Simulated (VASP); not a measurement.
The system is Hf.

```
Hf
1.0
     3.02769    0.00000    0.00000
    -1.51385    2.62206    0.00000
     0.00000    0.00000    8.23831
Hf
3
Cartesian
  0.0000 0.0000 0.0000
  1.5138 0.8740 5.9528
  0.0000 1.7480 2.2855
```

- Program: VASP 6.6.1
- Task: relaxation of cell and atoms
- Functional: PBE
- Potentials or basis: VASP PAW PBE potentials, release 64 (Hf_pv)
- Cutoff: 600 eV
- k mesh: 6 × 6 × 2
- Occupations: gaussian, width 0.1 eV
- Spin: no spin polarisation

At the start: pressure 14.8 GPa; volume 21.80 Å³/atom.

Q: How do energy, volume and symmetry change on relaxing?

A: Over 12 steps the energy falls by 435.9 meV/atom and the volume is 22.43 Å³/atom (+2.9 %); space group P-3m1 (No. 164, to 0.1 Å) before, Fm-3m (No. 225, to 0.1 Å).

The path:
| step | energy change (eV) | largest force (eV/Å) | pressure (GPa) | volume (Å³) |
| --- | --- | --- | --- | --- |
| 1 | 0.0000 | 2.5784 | 14.85 | 65.40 |
| 2 | -0.0338 | 0.1309 | -13.29 | 86.45 |
| 3 | -0.5669 | 1.1254 | -2.90 | 75.25 |
| 4 | -0.5679 | 1.1782 | -2.28 | 74.79 |
| 5 | -0.7389 | 1.1627 | -2.01 | 73.04 |
| 6 | -1.1662 | 0.7934 | 0.43 | 67.91 |
| 7 | -0.2685 | 3.3750 | 22.32 | 58.22 |
| 8 | -1.1908 | 0.7942 | 2.29 | 66.49 |
| 9 | -1.1527 | 0.2207 | 9.63 | 61.94 |
| 10 | -1.2368 | 0.4521 | 4.58 | 64.63 |
| 11 | -1.3076 | 0.0044 | -0.37 | 67.41 |
| 12 | -1.3077 | 0.0215 | -0.20 | 67.29 |

Final structure:
```xyz
3
Lattice="3.1475 0.0000 0.0000 -1.5738 2.7258 0.0000 0.0000 0.0000 7.8430" Properties=species:S:1:pos:R:3 pbc="T T T"
Hf    0.0000    0.0000    0.0000
Hf    1.5738    0.9086    5.2329
Hf    0.0000    1.8172    2.6101
```

Caveat: the k points lie up to 0.40 Å⁻¹ apart in the final cell, too coarse for converged energies and pressures of a metal.
